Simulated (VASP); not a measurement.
# CdSe (F-43m) in VASP: notebook

CdSe is run at these levels: LDA; tasks: vibrations by perturbation theory.

Program: VASP 6.6.1. These are calculated values, not measurements. Logs are shortened: lines on timing, memory, paths and dates and some standing lists are left out, and cuts for length are marked.

## Step 1: The cell of the first run

It takes space group F-43m (No. 216, cubic). The conventional cell has a = 6.008 Å, b = 6.008 Å, c = 6.008 Å, α = 90.00°, β = 90.00°, γ = 90.00°. Within 3.4 Å of Cd (site symmetry -43m) lie 4 Se at 2.60 Å. Within 3.4 Å of Se (site symmetry -43m) lie 4 Cd at 2.60 Å.

## Step 2: Vibrations by perturbation theory, LDA

Input file INCAR:

```
SYSTEM = CdSe
ALGO = Normal
EDIFF = 1E-8
ENCUT = 520
IBRION = 8
ISIF = 2
ISMEAR = 0
LASPH = .True.
LCHARG = .False.
LREAL = .False.
LWAVE = .False.
NELM = 80
NSW = 1
PREC = Accurate
SIGMA = 0.01
```

Input file KPOINTS:

```
k-points
0
Gamma
  6 6 6
  0 0 0
```

Input file POSCAR:

```
CdSe
1.0
    3.0039936764      3.0039936764      0.0000000000
   -3.0039936764      3.0039936764      0.0000000000
    0.0000000000      3.0039936764      3.0039936764
Cd Se
1 1
Direct
    0.0000000000      0.0000000000      0.0000000000
    0.7500000000      0.2500000000      0.5000000000
```

Potentials or basis: VASP PAW LDA potentials, release 64 (Cd, Se).

Started as:

```bash
$ cat potpaw_LDA.64/Cd/POTCAR potpaw_LDA.64/Se/POTCAR > POTCAR
$ mpirun -np 1 vasp_std > vasp.out
```

OUTCAR:

```text
SYSTEM = CdSe
   EDIFF = 1E-8
   ENCUT = 520
   IBRION = 8
   ISIF = 2
   ISMEAR = 0
   LASPH = .True.
   LREAL = .False.
   NELM = 80
   NSW = 1
   PREC = Accurate

 ion  position               nearest neighbor table
   1  0.000  0.000  0.000-   2 2.60   2 2.60   2 2.60   2 2.60
   2  0.750  0.250  0.500-   1 2.60   1 2.60   1 2.60   1 2.60

  LATTYP: Found a face centered cubic cell.
 ALAT       =     6.0079873528

  Lattice vectors:

 A1 = (   0.0000000000,   3.0039936764,   3.0039936764)
 A2 = (   3.0039936764,   0.0000000000,   3.0039936764)
 A3 = (   3.0039936764,   3.0039936764,   0.0000000000)

Analysis of symmetry for initial positions (statically):
=====================================================================
 Subroutine PRICEL returns:
 Original cell was already a primitive cell.

 Routine SETGRP: Setting up the symmetry group for a
 face centered cubic supercell.

 Subroutine GETGRP returns: Found 24 space group operations
 (whereof 24 operations were pure point group operations)
 out of a pool of 48 trial point group operations.

The static configuration has the point symmetry T_d .

Analysis of symmetry for dynamics (positions and initial velocities):
=====================================================================
 Subroutine PRICEL returns:
 Original cell was already a primitive cell.

 Routine SETGRP: Setting up the symmetry group for a
 face centered cubic supercell.

 Subroutine GETGRP returns: Found 24 space group operations
 (whereof 24 operations were pure point group operations)
 out of a pool of 48 trial point group operations.

The dynamic configuration has the point symmetry T_d .

 Subroutine INISYM returns: Found 24 space group operations
 (whereof 24 operations are pure point group operations),
 and found     1 'primitive' translations

[... 406 lines left out ...]
  external PRESSURE =       4.9598236 kB  Pullay stress =       0.0000000 kB

 VOLUME and BASIS-vectors are now :
 -----------------------------------------------------------------------------
  energy-cutoff  :      520.00
  volume of cell :       54.22
      direct lattice vectors                 reciprocal lattice vectors
     3.003993676  3.003993676  0.000000000     0.166445091  0.166445091 -0.166445091
    -3.003993676  3.003993676  0.000000000    -0.166445091  0.166445091 -0.166445091
     0.000000000  3.003993676  3.003993676     0.000000000  0.000000000  0.332890181

 POSITION                                       TOTAL-FORCE (eV/Angst)
 -----------------------------------------------------------------------------------
      0.00000      0.00000      0.00000        -0.000000     -0.000000     -0.000000
      1.50200      4.50599      1.50200         0.000000      0.000000      0.000000
 -----------------------------------------------------------------------------------
    total drift:                                0.000000     -0.000000      0.000000

  FREE ENERGIE OF THE ION-ELECTRON SYSTEM (eV)
  ---------------------------------------------------
  free  energy   TOTEN  =        -6.7563276936 eV

  energy  without entropy=       -6.7563276936  energy(sigma->0) =       -6.75632769

[... ionic steps 2 to 3 ...]

--------------------------------------- Ionic step        4  -------------------------------------------

------------------------ aborting loop because EDIFF is reached ----------------------------------------

[... ionic steps 5 to 6 ...]

--------------------------------------- Ionic step        7  -------------------------------------------

 Free energy of the ion-electron system (eV)
  ---------------------------------------------------
  ---------------------------------------------------
  free energy    TOTEN  =        -0.08449686 eV

  energy without entropy =       -0.08449686

------------------------ aborting loop because EDIFF is reached ----------------------------------------

 INTERNAL STRAIN TENSOR  FOR ION    2  DIRECTION 1   (eV/Angst):
 -----------------------------------------------------------------------------
     0.01192  0.00000  0.00000
     0.00000 -0.01404  7.02676
     0.00000  7.02676 -0.01404

 INTERNAL STRAIN TENSOR FOR ION    2 for displacements in x,y,z  (eV/Angst):
          X           Y           Z          XY          YZ          ZX
  --------------------------------------------------------------------------------
  x    -0.00000     0.00000     0.00000     0.00000     7.02676     0.00000
  y     0.00000    -0.00000     0.00000     0.00000     0.00000     7.02676
  z     0.00000     0.00000    -0.00000     7.02676     0.00000     0.00000

 SECOND DERIVATIVES (NOT SYMMETRIZED)
 ------------------------------------
               1X          1Y          1Z          2X          2Y          2Z
  1X    -5.385374    0.000000    0.000000    5.385374    0.000000    0.000000
  1Y     0.000000   -5.385374    0.000000    0.000000    5.385374    0.000000
  1Z     0.000000    0.000000   -5.385374    0.000000    0.000000    5.385374
  2X     5.429419   -0.000000    0.000000   -5.429419    0.000000   -0.000000
  2Y     0.000000    5.429419   -0.000000   -0.000000   -5.429419    0.000000
  2Z     0.000000   -0.000000    5.429419   -0.000000    0.000000   -5.429419

 Eigenvectors and eigenvalues of the dynamical matrix
 ----------------------------------------------------

   1 f  =    5.339865 THz    33.551364 2PiTHz  178.118736 cm-1    22.083899 meV
             X         Y         Z           dx          dy          dz
      0.000000  0.000000  0.000000    -0.000000    0.640804    0.000000
      1.501997  4.505991  1.501997    -0.000000   -0.767705    0.000000
[... 21 lines left out ...]
   6 f/i=    0.010699 THz     0.067221 2PiTHz    0.356868 cm-1     0.044246 meV
             X         Y         Z           dx          dy          dz
      0.000000  0.000000  0.000000    -0.112984    0.759345    0.000000
      1.501997  4.505991  1.501997    -0.094308    0.633826    0.000000

--------------------------------------------------------------------------------------------------------

 ELASTIC MODULI CONTR FROM IONIC RELAXATION (kBar)
 Direction    XX          YY          ZZ          XY          YZ          ZX
 --------------------------------------------------------------------------------
 XX          -0.0000     -0.0000     -0.0000      0.0000      0.0000     -0.0000
 YY          -0.0000     -0.0000     -0.0000      0.0000      0.0000      0.0000
 ZZ          -0.0000     -0.0000     -0.0000      0.0000      0.0000     -0.0000
 XY           0.0000      0.0000      0.0000   -273.4948     -0.0000      0.0000
 YZ           0.0000      0.0000      0.0000     -0.0000   -273.4948      0.0000
 ZX          -0.0000      0.0000     -0.0000      0.0000      0.0000   -273.4948
 --------------------------------------------------------------------------------
```

Wall time 95 s (1 thread of Intel Xeon 8259CL, shared host); peak memory 0.24 GiB.

Results:

```yaml
Highest_phonon_frequency_at_Γ_LO-TO_splitting_left_out: 178 cm⁻¹
```

Phonon frequencies in cm⁻¹ (negative: imaginary):
```tsv
q point	frequencies
(0.000, 0.000, 0.000)	0 0 0 178 178 178
```

## Step 3: Vibrations by perturbation theory, LDA

This run uses another cell than the first one, of 28.16 Å³/atom.

Input file INCAR:

```
SYSTEM = CdSe
PREC = Accurate
ENCUT = 520
EDIFF = 1E-8
ISMEAR = 0
SIGMA = 0.01
LREAL = .FALSE.
LASPH = .TRUE.
NELM = 100
ALGO = Normal
ISIF = 2
LWAVE = .FALSE.
LCHARG = .FALSE.
GGA = CA
NBANDS = 16
IBRION = 8
NSW = 1
```

Input file KPOINTS:

```
Automatic mesh
0
G
  6 6 6
  0 0 0
```

Input file POSCAR:

```
CdSe
1.0
    3.0424793252      3.0424793252      0.0000000000
   -3.0424793252      3.0424793252      0.0000000000
    0.0000000000      3.0424793252      3.0424793252
Cd Se
1 1
Direct
    0.0000000000      0.0000000000      0.0000000000
    0.7500000000      0.2500000000      0.5000000000
```

Potentials or basis: VASP PAW LDA potentials, release 64 (Cd, Se).

Started as:

```bash
$ cat potpaw_LDA.64/Cd/POTCAR potpaw_LDA.64/Se/POTCAR > POTCAR
$ mpirun -np 1 vasp_std > vasp.out
```

OUTCAR:

```text
SYSTEM = CdSe
   PREC = Accurate
   ENCUT = 520
   EDIFF = 1E-8
   ISMEAR = 0
   LREAL = .FALSE.
   LASPH = .TRUE.
   NELM = 100
   ISIF = 2
   GGA = CA
   IBRION = 8
   NSW = 1

 ion  position               nearest neighbor table
   1  0.000  0.000  0.000-   2 2.63   2 2.63   2 2.63   2 2.63
   2  0.750  0.250  0.500-   1 2.63   1 2.63   1 2.63   1 2.63

  LATTYP: Found a face centered cubic cell.
 ALAT       =     6.0849586504

  Lattice vectors:

 A1 = (   0.0000000000,   3.0424793252,   3.0424793252)
 A2 = (   3.0424793252,   0.0000000000,   3.0424793252)
 A3 = (   3.0424793252,   3.0424793252,   0.0000000000)

Analysis of symmetry for initial positions (statically):
=====================================================================
 Subroutine PRICEL returns:
 Original cell was already a primitive cell.

 Routine SETGRP: Setting up the symmetry group for a
 face centered cubic supercell.

 Subroutine GETGRP returns: Found 24 space group operations
 (whereof 24 operations were pure point group operations)
 out of a pool of 48 trial point group operations.

The static configuration has the point symmetry T_d .

Analysis of symmetry for dynamics (positions and initial velocities):
=====================================================================
 Subroutine PRICEL returns:
 Original cell was already a primitive cell.

 Routine SETGRP: Setting up the symmetry group for a
 face centered cubic supercell.

 Subroutine GETGRP returns: Found 24 space group operations
 (whereof 24 operations were pure point group operations)
 out of a pool of 48 trial point group operations.

The dynamic configuration has the point symmetry T_d .

 Subroutine INISYM returns: Found 24 space group operations
 (whereof 24 operations are pure point group operations),
 and found     1 'primitive' translations

----------------------------------------------------------------------------------------

                                     Primitive cell

  volume of cell :      56.3265

  direct lattice vectors                    reciprocal lattice vectors
     3.042479325  3.042479325  0.000000000     0.164339654  0.164339654 -0.164339654
    -3.042479325  3.042479325  0.000000000    -0.164339654  0.164339654 -0.164339654
     0.000000000  3.042479325  3.042479325     0.000000000  0.000000000  0.328679308

  length of vectors
     4.302715525  4.302715525  4.302715525     0.284644631  0.284644631  0.328679308

  position of ions in fractional coordinates (direct lattice)
     0.000000000  0.000000000  0.000000000
     0.750000000  0.250000000  0.500000000

  ion indices of the primitive-cell ions
   primitive index   ion index
                 1           1
[... 113 lines left out ...]

 E-fermi :   0.8865     XC(G=0):  -9.2838

 val. band max:        0.8049438373   @ k =   0.0000   0.0000   0.0000
 cond. band min:       1.1623215914   @ k =   0.0000   0.0000   0.0000
 fundamental gap:      0.3573777541
 Fermi energy:         0.8864784793

 k-point     1 :       0.0000    0.0000    0.0000
  band No.  band energies     occupation
      1     -11.8335      2.00000
      2      -7.1460      2.00000
      3      -7.1460      2.00000
      4      -7.1460      2.00000
      5      -6.7683      2.00000
      6      -6.7683      2.00000
[... 283 lines left out ...]
      5      -6.7408      2.00000
      6      -6.3151      2.00000
[... 8 lines left out ...]
     15      13.4677      0.00000
     16      13.7130      0.00000

------------------------ aborting loop because EDIFF is reached ----------------------------------------

  FORCE on cell =-STRESS in cart. coord.  units (eV):
  Direction    XX          YY          ZZ          XY          YZ          ZX
  --------------------------------------------------------------------------------------
  -------------------------------------------------------------------------------------
  Total       -0.5621847     -0.5621847     -0.5621847      0.0000000     -0.0000000     -0.0000000
  in kB      -15.9910403    -15.9910403    -15.9910403      0.0000000     -0.0000000     -0.0000000
  external PRESSURE =     -15.9910403 kB  Pullay stress =       0.0000000 kB

 VOLUME and BASIS-vectors are now :
 -----------------------------------------------------------------------------
  energy-cutoff  :      520.00
  volume of cell :       56.33
      direct lattice vectors                 reciprocal lattice vectors
     3.042479325  3.042479325  0.000000000     0.164339654  0.164339654 -0.164339654
    -3.042479325  3.042479325  0.000000000    -0.164339654  0.164339654 -0.164339654
     0.000000000  3.042479325  3.042479325     0.000000000  0.000000000  0.328679308

 POSITION                                       TOTAL-FORCE (eV/Angst)
 -----------------------------------------------------------------------------------
      0.00000      0.00000      0.00000        -0.000000     -0.000000      0.000000
      1.52124      4.56372      1.52124         0.000000      0.000000     -0.000000
 -----------------------------------------------------------------------------------
    total drift:                               -0.000000     -0.000000      0.000000

  FREE ENERGIE OF THE ION-ELECTRON SYSTEM (eV)
  ---------------------------------------------------
  free  energy   TOTEN  =        -6.7486165777 eV

  energy  without entropy=       -6.7486165777  energy(sigma->0) =       -6.74861658

[... ionic steps 2 to 3 ...]

--------------------------------------- Ionic step        4  -------------------------------------------

------------------------ aborting loop because EDIFF is reached ----------------------------------------

[... ionic steps 5 to 6 ...]

--------------------------------------- Ionic step        7  -------------------------------------------

 Free energy of the ion-electron system (eV)
  ---------------------------------------------------
  ---------------------------------------------------
  free energy    TOTEN  =        -0.08460378 eV

  energy without entropy =       -0.08460378

------------------------ aborting loop because EDIFF is reached ----------------------------------------

 INTERNAL STRAIN TENSOR  FOR ION    2  DIRECTION 1   (eV/Angst):
 -----------------------------------------------------------------------------
     0.00781  0.00000  0.00000
     0.00000 -0.01170  5.56301
     0.00000  5.56301 -0.01170

 INTERNAL STRAIN TENSOR FOR ION    2 for displacements in x,y,z  (eV/Angst):
          X           Y           Z          XY          YZ          ZX
  --------------------------------------------------------------------------------
  x     0.00000    -0.00000    -0.00000     0.00000     5.56301     0.00000
  y     0.00000     0.00000     0.00000     0.00000     0.00000     5.56301
  z    -0.00000    -0.00000     0.00000     5.56301     0.00000     0.00000

 SECOND DERIVATIVES (NOT SYMMETRIZED)
 ------------------------------------
               1X          1Y          1Z          2X          2Y          2Z
  1X    -4.737431    0.000000   -0.000000    4.737431   -0.000000    0.000000
  1Y    -0.000000   -4.737431    0.000000    0.000000    4.737431   -0.000000
  1Z    -0.000000    0.000000   -4.737431    0.000000   -0.000000    4.737431
  2X     4.711632    0.000000    0.000000   -4.711632    0.000000    0.000000
  2Y     0.000000    4.711632    0.000000    0.000000   -4.711632    0.000000
  2Z     0.000000    0.000000    4.711632    0.000000    0.000000   -4.711632

 Eigenvectors and eigenvalues of the dynamical matrix
 ----------------------------------------------------

   1 f  =    4.988350 THz    31.342727 2PiTHz  166.393444 cm-1    20.630148 meV
             X         Y         Z           dx          dy          dz
      0.000000  0.000000  0.000000     0.000000   -0.643371   -0.000000
      1.521240  4.563719  1.521240     0.000000    0.765555    0.000000
[... 21 lines left out ...]
   6 f/i=    0.006708 THz     0.042150 2PiTHz    0.223769 cm-1     0.027744 meV
             X         Y         Z           dx          dy          dz
      0.000000  0.000000  0.000000    -0.765555   -0.000000    0.000000
      1.521240  4.563719  1.521240    -0.643371    0.000000    0.000000

--------------------------------------------------------------------------------------------------------

 ELASTIC MODULI CONTR FROM IONIC RELAXATION (kBar)
 Direction    XX          YY          ZZ          XY          YZ          ZX
 --------------------------------------------------------------------------------
 XX          -0.0000     -0.0000     -0.0000      0.0000      0.0000     -0.0000
 YY          -0.0000     -0.0000     -0.0000      0.0000      0.0000     -0.0000
 ZZ          -0.0000     -0.0000     -0.0000     -0.0000      0.0000     -0.0000
 XY           0.0000      0.0000     -0.0000   -189.5800      0.0000      0.0000
 YZ           0.0000      0.0000      0.0000      0.0000   -189.5800     -0.0000
 ZX          -0.0000     -0.0000     -0.0000      0.0000     -0.0000   -189.5800
 --------------------------------------------------------------------------------
```

OSZICAR:

```text
N       E                     dE             d eps       ncg     rms          rms(c)
DAV:   1     0.102319081656E+03    0.10232E+03   -0.88776E+03   528   0.101E+03
DAV:   2    -0.314506296293E+01   -0.10546E+03   -0.97983E+02   616   0.243E+02
[... 40 lines left out ...]
RMM:   7    -0.846039113546E-01    0.69386E-06    0.17835E-07  2514   0.525E-04    0.643E-05
RMM:   8    -0.846038257692E-01    0.85585E-07   -0.70418E-09  2542   0.840E-05    0.457E-05
RMM:   9    -0.846037232954E-01    0.10247E-06   -0.17894E-08  2543   0.463E-05    0.860E-06
RMM:  10    -0.846037584940E-01   -0.35199E-07   -0.13801E-08  2507   0.144E-05    0.607E-06
RMM:  11    -0.846037746284E-01   -0.16134E-07   -0.36140E-09  2231   0.111E-05    0.184E-06
RMM:  12    -0.846037787381E-01   -0.41097E-08   -0.13841E-10  1486   0.868E-06    0.255E-07
 Linear response finished
```

Run time: 1.8 min. Hardware: 1 thread of Intel Xeon 8259CL, shared host; peak memory 0.26 GiB.

Results:

* Highest phonon frequency at Γ, LO-TO splitting left out: 166 cm⁻¹

Phonon frequencies in cm⁻¹ (negative: imaginary):
| q point | frequencies |
| --- | --- |
| (0.000, 0.000, 0.000) | 0 0 0 166 166 166 |

Caveat: the cell stands under pressure or tension, which shifts response properties.
